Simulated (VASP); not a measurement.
# GaSb (F-43m) in VASP: further runs

GaSb is run at these levels: PBEsol, r2SCAN+rVV10; tasks: single point.

Program: VASP 6.6.1. These are calculated values, not measurements. Logs are shortened: lines on timing, memory, paths and dates and some standing lists are left out, and cuts for length are marked.

## Step 1: The cell of the first run

Symmetry: F-43m, No. 216, cubic system. Conventional cell: a = 6.115 Å, b = 6.115 Å, c = 6.115 Å, α = 90.00°, β = 90.00°, γ = 90.00°. Ga (site symmetry -43m) has 4 Sb at 2.65 Å within 3.5 Å. Sb (site symmetry -43m) has 4 Ga at 2.65 Å within 3.5 Å.

## Step 2: Single point, PBEsol

INCAR reads:

```
PREC = Accurate ; ENCUT = 520
EDIFF = 1E-7 ; ISMEAR = -1
SIGMA = 0.03 ; LREAL = False
LASPH = True ; NELM = 100
ALGO = Normal ; ISIF = 2
LWAVE = False ; LCHARG = False
GGA = PS ; NBANDS = 16
```

KPOINTS reads:

```
Automatic mesh
0
Gamma
  6 6 6
```

POSCAR reads:

```
GaSb
1.0
    0.0000000000      3.0575145680      3.0575145680
    3.0575145680      0.0000000000      3.0575145680
    3.0575145680      3.0575145680      0.0000000000
Ga Sb
1 1
Direct
    0.0000000000      0.0000000000      0.0000000000
    0.2500000000      0.2500000000      0.2500000000
```

Potentials or basis: VASP PAW PBE potentials, release 64 (Ga_d, Sb).

Command:

```bash
> cat potpaw_PBE.64/Ga_d/POTCAR potpaw_PBE.64/Sb/POTCAR > POTCAR
> mpirun -np 1 vasp_std > vasp.out
```

OUTCAR:

```text
PREC = Accurate
   ENCUT = 520
   EDIFF = 1E-7
   ISMEAR = -1
   LREAL = False
   LASPH = True
   NELM = 100
   ISIF = 2
   GGA = PS

 ion  position               nearest neighbor table
   1  0.000  0.000  0.000-   2 2.65   2 2.65   2 2.65   2 2.65
   2  0.250  0.250  0.250-   1 2.65   1 2.65   1 2.65   1 2.65

  LATTYP: Found a face centered cubic cell.
 ALAT       =     6.1150291360

  Lattice vectors:

 A1 = (   0.0000000000,   3.0575145680,   3.0575145680)
 A2 = (   3.0575145680,   0.0000000000,   3.0575145680)
 A3 = (   3.0575145680,   3.0575145680,   0.0000000000)

Analysis of symmetry for initial positions (statically):
=====================================================================
 Subroutine PRICEL returns:
 Original cell was already a primitive cell.

 Routine SETGRP: Setting up the symmetry group for a
 face centered cubic supercell.

 Subroutine GETGRP returns: Found 24 space group operations
 (whereof 24 operations were pure point group operations)
 out of a pool of 48 trial point group operations.

The static configuration has the point symmetry T_d .

Analysis of symmetry for dynamics (positions and initial velocities):
=====================================================================
 Subroutine PRICEL returns:
 Original cell was already a primitive cell.

 Routine SETGRP: Setting up the symmetry group for a
 face centered cubic supercell.

 Subroutine GETGRP returns: Found 24 space group operations
 (whereof 24 operations were pure point group operations)
 out of a pool of 48 trial point group operations.

The dynamic configuration has the point symmetry T_d .

 Subroutine INISYM returns: Found 24 space group operations
 (whereof 24 operations are pure point group operations),
 and found     1 'primitive' translations

----------------------------------------------------------------------------------------

                                     Primitive cell

  volume of cell :      57.1657

  direct lattice vectors                    reciprocal lattice vectors
     0.000000000  3.057514568  3.057514568    -0.163531518  0.163531518  0.163531518
     3.057514568  0.000000000  3.057514568     0.163531518 -0.163531518  0.163531518
     3.057514568  3.057514568  0.000000000     0.163531518  0.163531518 -0.163531518

  length of vectors
     4.323978569  4.323978569  4.323978569     0.283244899  0.283244899  0.283244899

  position of ions in fractional coordinates (direct lattice)
     0.000000000  0.000000000  0.000000000
     0.250000000  0.250000000  0.250000000

  ion indices of the primitive-cell ions
   primitive index   ion index
                 1           1
                 2           2

----------------------------------------------------------------------------------------

 KPOINTS: Automatic mesh

Automatic generation of k-mesh.
 Grid dimensions read from file:
 generate k-points for:    6    6    6

 Generating k-lattice:

  Cartesian coordinates                     Fractional coordinates (reciprocal lattice)
    -0.027255253  0.027255253  0.027255253     0.166666667  0.000000000  0.000000000
     0.027255253 -0.027255253  0.027255253     0.000000000  0.166666667  0.000000000
     0.027255253  0.027255253 -0.027255253     0.000000000  0.000000000  0.166666667

  Length of vectors
     0.047207483  0.047207483  0.047207483

  Shift w.r.t. Gamma in fractional coordinates (k-lattice)
     0.000000000  0.000000000  0.000000000

 Subroutine IBZKPT returns following result:
 ===========================================

 Found     16 irreducible k-points:

 Following reciprocal coordinates:
            Coordinates               Weight
  0.000000  0.000000  0.000000      1.000000
  0.166667  0.000000  0.000000      8.000000
  0.333333  0.000000  0.000000      8.000000
  0.500000  0.000000  0.000000      4.000000
  0.166667  0.166667  0.000000      6.000000
  0.333333  0.166667  0.000000     24.000000
[... 8 lines left out ...]
 -0.333333  0.333333  0.166667     24.000000
 -0.333333  0.500000  0.166667     12.000000
   k-points           NKPTS =     16   k-points in BZ     NKDIM =     16   number of bands    NBANDS=     16
   number of dos      NEDOS =    301   number of ions     NIONS =      2
   total plane-waves  NPLWV =  32768
   dimension x,y,z NGX =    32 NGY =   32 NGZ =   32
   dimension x,y,z NGXF=    64 NGYF=   64 NGZF=   64
   ions per type =               1   1
   NGX,Y,Z   is equivalent  to a cutoff of  12.30, 12.30, 12.30 a.u.
   NGXF,Y,Z  is equivalent  to a cutoff of  24.61, 24.61, 24.61 a.u.
 SYSTEM =  unknown system
   PREC   = accura    normal or accurate (medium, high low for compatibility)
   ISTART =      0    job   : 0-new  1-cont  2-samecut
   ICHARG =      2    charge: 1-file 2-atom 10-const
   ISPIN  =      1    spin polarized calculation?
   LNONCOLLINEAR =      F non collinear calculations
   LSORBIT =      F    spin-orbit coupling
   LASPH  =      T    aspherical Exc in radial PAW
   ENCUT  =  520.0 eV  38.22 Ry    6.18 a.u.   8.04  8.04  8.04*2*pi/ulx,y,z
   NELM   =    100;   NELMIN=  2; NELMDL= -5     # of ELM steps
   EDIFF  = 0.1E-06   stopping-criterion for ELM
   LREAL  =      F    real-space projection
   EDIFFG = 0.1E-05   stopping-criterion for IOM
   NSW    =      0    number of steps for IOM
   IBRION =     -1    ionic relax: 0-MD 1-quasi-New 2-CG
   NFREE  =      0    steps in history (QN), initial steepest desc. (CG)
   ISIF   =      2    stress and relaxation
   ISYM   =      2    0-nonsym 1-usesym 2-fastsym
   POTIM  = 0.5000    time-step for ionic-motion
   TEBEG  =    0.0;   TEEND  =   0.0 temperature during run
   PSTRESS=    0.0 pullay stress
   NELECT =      18.0000    total number of electrons
   NUPDOWN=      -1.0000    fix difference up-down
   EMIN   =  10.00;   EMAX   =-10.00  energy-range for DOS
   EFERMI =   0.00;   METHOD = LEGACY
   ISMEAR =    -1;   SIGMA  =   0.03  broadening in eV -4-tet -1-fermi 0-gaus
   EFERMI_NEDOS =   21; number of points for ismear=-14 and -15
   IALGO  =     38    algorithm
   IMIX   =      4    mixing-type and parameters
     AMIX     =   0.40;   BMIX     =  1.00
     AMIX_MAG =   1.60;   BMIX_MAG =  1.00
  volume/ion in A,a.u.               =      28.58       192.89
  Fermi-wavevector in a.u.,A,eV,Ry     =   1.113749  2.104679 16.877153  1.240436
  Thomas-Fermi vector in A             =   2.250336
   LORBIT       =      0    0 simple, 1 ext, 2 COOP (PROOUT), +10 PAW based schemes
   GGA     = PS    functional components
   LHFCALC =     F    Hartree Fock is set to
   AEXX    =    0.0000 exact exchange contribution
   IVDW    =     0    specifies the selected vdW correction
   LEPSILON=     F    determine dielectric tensor
   LRPA    =     F    only Hartree local field effects (RPA)
 non-spin polarized calculation
  energy-cutoff  :      520.00
  volume of cell :       57.17
 maximum number of plane-waves:      1572
   NGX = 17   NGY = 17   NGZ = 17

 number of electron      17.9999986 magnetization

 Free energy of the ion-electron system (eV)
  ---------------------------------------------------
  ext. energy  EPLUGINS =         0.00000000
  ---------------------------------------------------
  free energy    TOTEN  =        -8.12226162 eV

  energy without entropy =       -8.12163639  energy(sigma->0) =       -8.12194901

 E-fermi :   4.7870     XC(G=0):  -9.2682

 val. band max:        4.7541524949   @ k =   0.0000   0.0000   0.0000
 cond. band min:       5.1011120167   @ k =   0.5000   0.0000   0.0000
 fundamental gap:      0.3469595219
 Fermi energy:         4.7869597764

 k-point     1 :       0.0000    0.0000    0.0000
  band No.  band energies     occupation
      1     -10.2532      2.00000
      2     -10.2532      2.00000
      3     -10.2532      2.00000
      4     -10.2029      2.00000
      5     -10.2029      2.00000
      6      -6.7602      2.00000
[... 8 lines left out ...]
     15      13.3530      0.00000
     16      13.3530      0.00000

 k-point     2 :       0.1667    0.0000    0.0000
  band No.  band energies     occupation
      1     -10.2605      2.00000
      2     -10.2501      2.00000
      3     -10.2501      2.00000
      4     -10.2032      2.00000
      5     -10.2032      2.00000
      6      -6.4770      2.00000
[... 8 lines left out ...]
     15      12.3175      0.00000
     16      12.3175      0.00000

 k-point     3 :       0.3333    0.0000    0.0000
  band No.  band energies     occupation
      1     -10.2748      2.00000
      2     -10.2447      2.00000
      3     -10.2447      2.00000
      4     -10.2031      2.00000
      5     -10.2031      2.00000
      6      -5.7211      2.00000
[... 8 lines left out ...]
     15      12.8237      0.00000
     16      12.8237      0.00000

 k-point     4 :       0.5000    0.0000    0.0000
  band No.  band energies     occupation
      1     -10.2817      2.00000
      2     -10.2424      2.00000
      3     -10.2424      2.00000
      4     -10.2026      2.00000
      5     -10.2026      2.00000
      6      -5.1244      2.00000
[... 8 lines left out ...]
     15      14.6105      0.00000
     16      14.6105      0.00000
[... 172 lines left out ...]
 k-point    14 :       0.5000    0.3333    0.1667
  band No.  band energies     occupation
      1     -10.2864      2.00000
      2     -10.2385      2.00000
      3     -10.2356      2.00000
      4     -10.2084      2.00000
      5     -10.2014      2.00000
      6      -5.0739      2.00000
[... 8 lines left out ...]
     15      13.7236      0.00000
     16      15.6769      0.00000

 k-point    15 :      -0.3333    0.3333    0.1667
  band No.  band energies     occupation
      1     -10.2896      2.00000
      2     -10.2379      2.00000
      3     -10.2330      2.00000
      4     -10.2076      2.00000
      5     -10.2026      2.00000
      6      -4.5402      2.00000
[... 8 lines left out ...]
     15      15.1440      0.00000
     16      15.4025      0.00000

 k-point    16 :      -0.3333    0.5000    0.1667
  band No.  band energies     occupation
      1     -10.2944      2.00000
      2     -10.2341      2.00000
      3     -10.2296      2.00000
      4     -10.2109      2.00000
      5     -10.2011      2.00000
      6      -4.2566      2.00000
[... 8 lines left out ...]
     15      14.7695      0.00000
     16      16.0839      0.00000

------------------------ aborting loop because EDIFF is reached ----------------------------------------

  FORCE on cell =-STRESS in cart. coord.  units (eV):
  Direction    XX          YY          ZZ          XY          YZ          ZX
  --------------------------------------------------------------------------------------
  -------------------------------------------------------------------------------------
  Total        0.0275755      0.0275755      0.0275755      0.0000000      0.0000000     -0.0000000
  in kB        0.7728553      0.7728553      0.7728553      0.0000000      0.0000000     -0.0000000
  external PRESSURE =       0.7728553 kB  Pullay stress =       0.0000000 kB

 VOLUME and BASIS-vectors are now :
 -----------------------------------------------------------------------------
  energy-cutoff  :      520.00
  volume of cell :       57.17
      direct lattice vectors                 reciprocal lattice vectors
     0.000000000  3.057514568  3.057514568    -0.163531518  0.163531518  0.163531518
     3.057514568  0.000000000  3.057514568     0.163531518 -0.163531518  0.163531518
     3.057514568  3.057514568  0.000000000     0.163531518  0.163531518 -0.163531518

 POSITION                                       TOTAL-FORCE (eV/Angst)
 -----------------------------------------------------------------------------------
      0.00000      0.00000      0.00000        -0.000000     -0.000000     -0.000000
      1.52876      1.52876      1.52876         0.000000      0.000000      0.000000
 -----------------------------------------------------------------------------------
    total drift:                                0.000000      0.000000      0.000000

  FREE ENERGIE OF THE ION-ELECTRON SYSTEM (eV)
  ---------------------------------------------------
  free  energy   TOTEN  =        -8.1222616248 eV

  energy  without entropy=       -8.1216363894  energy(sigma->0) =       -8.12194901
```

Wall time 11 s (1 thread of Intel Xeon Platinum 8488C (Sapphire Rapids), shared host); peak memory 0.18 GiB.

Results:

| Item | Value |
| --- | --- |
| Free energy | -8.1223 eV |
| Pressure | 0.1 GPa |
| Band gap on the k mesh | zero (filled and empty bands touch) |

Caveat: the PAW data sets were made with another functional, which shifts forces and pressure a little; spin-orbit coupling is left out, which moves the levels of the heavy elements.

## Step 3: Single point, r2SCAN+rVV10

This run uses another cell than the first one, of 28.43 Å³/atom, 0.995 times its volume.

POSCAR reads:

```
GaSb
1.0
    0.0000000000      3.0519251311      3.0519251311
    3.0519251311      0.0000000000      3.0519251311
    3.0519251311      3.0519251311      0.0000000000
Ga Sb
1 1
Direct
    0.0000000000      0.0000000000      0.0000000000
    0.2500000000      0.2500000000      0.2500000000
```

INCAR.step1 reads:

```
PREC = Accurate ; ENCUT = 520
ISMEAR = -1 ; SIGMA = 0.03
LREAL = False ; LASPH = True
NELM = 100 ; NBANDS = 16
GGA = PE ; ALGO = Normal
EDIFF = 1E-4 ; LWAVE = True
LCHARG = False
```

INCAR.step2 reads:

```
PREC = Accurate ; ENCUT = 520
EDIFF = 1E-7 ; ISMEAR = -1
SIGMA = 0.03 ; LREAL = False
LASPH = True ; NELM = 100
ALGO = Normal ; ISIF = 2
LWAVE = False ; LCHARG = False
METAGGA = R2SCAN ; LMIXTAU = True
LUSE_VDW = True ; IVDW_NL = 2
BPARAM = 11.95 ; CPARAM = 0.0093
NBANDS = 16 ; ISTART = 1
```

KPOINTS is that of step 2.

Potentials or basis: VASP PAW PBE potentials, release 64 (Ga_d, Sb).

Command:

```bash
> cat potpaw_PBE.64/Ga_d/POTCAR potpaw_PBE.64/Sb/POTCAR > POTCAR
> cp INCAR.step1 INCAR
> mpirun -np 1 vasp_std > vasp.out
> cp INCAR.step2 INCAR
> mpirun -np 1 vasp_std > vasp.out
```

It took 94 s on 1 thread of Intel Xeon Platinum 8488C (Sapphire Rapids), shared host; peak memory 0.32 GiB.

Results (log left out):

| Quantity | Value |
| --- | --- |
| Free energy | -36.9568 eV |
| Pressure | 0.2 GPa |
| Band gap on the k mesh | 0.50 eV, direct |

Levels at points of the mesh, in eV from the valence-band top:
```csv
k point,band 6,band 7,band 8,band 9,band 10,band 11,band 12,band 13
"(0.00, 0.00, 0.00)",-11.99,0.00,0.00,0.00,0.50,2.96,2.96,2.96
"(0.50, 0.00, 0.00)",-10.24,-6.64,-1.23,-1.23,0.67,3.98,3.98,6.82
"(0.50, 0.50, 0.00)",-9.34,-7.09,-2.73,-2.73,1.07,1.40,9.31,9.31
```

Caveat: the PAW data sets were made with another functional, which shifts forces and pressure a little; spin-orbit coupling is left out, which moves the levels of the heavy elements.
